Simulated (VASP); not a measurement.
Set up this calculation in VASP 6.6.1, as the native input.

| Quantity | Value |
| --- | --- |
| Task | single point |
| Functional | PBEsol |
| Potentials or basis | VASP PAW PBE potentials, release 64 (Hf_pv, O) |
| Cutoff | 520 eV |
| k mesh | 6 × 6 × 8 |
| Occupations | gaussian, width 0.05 eV |
| Spin | no spin polarisation |
| Dipole correction | no |
| Further INCAR settings | ALGO = Normal; EDIFF = 1e-06; NBANDS = 31 |

The structure of HfO2 lies in POSCAR:

```
HfO2
1.0
    4.9114575923      0.0000000000      0.0000000000
    0.0000000000      4.9114575923      0.0000000000
    0.0000000000      0.0000000000      3.2637929515
Hf O
2 4
Direct
    0.0000000000      0.0000000000      0.0000000000
    0.5000000000      0.5000000000      0.5000000000
    0.1949828631      0.8050171369      0.4866051246
    0.3050171369      0.3050171369      0.0000000000
    0.6949828631      0.6949828631      0.0000000000
    0.8050171369      0.1949828631      0.5133948754
```

These files were run (other wordings do the same):

INCAR

```
PREC = Accurate ; ENCUT = 520
EDIFF = 1E-6 ; ISMEAR = 0
SIGMA = 0.05 ; LREAL = F
LASPH = T ; NELM = 60
ALGO = Normal ; ISIF = 2
LWAVE = F ; LCHARG = T
GGA = PS ; LELF = T
LVHAR = T ; NBANDS = 31
```

KPOINTS

```
Automatic mesh
0
Gamma
  6 6 8
```

Potentials or basis: VASP PAW PBE potentials, release 64 (Hf_pv, O).

Run with:

```bash
$ cat potpaw_PBE.64/Hf_pv/POTCAR potpaw_PBE.64/O/POTCAR > POTCAR
$ mpirun -np 1 vasp_std > vasp.out
```

It gave:

```json
{
  "Pressure": "-12.6 GPa",
  "Largest force": "0.502 eV/Å",
  "Band gap on the k mesh": "3.66 eV, direct"
}
```

Caveat: the PAW data sets were made with another functional, which shifts forces and pressure a little; spin-orbit coupling is left out, which moves the levels of the heavy elements.

Wall time 3.3 min on 1 thread of Intel(R) Xeon(R) Platinum 8259CL CPU @ 2.50GHz (Skylake/Cascade Lake), on a shared host, peak memory 0.31 GiB.
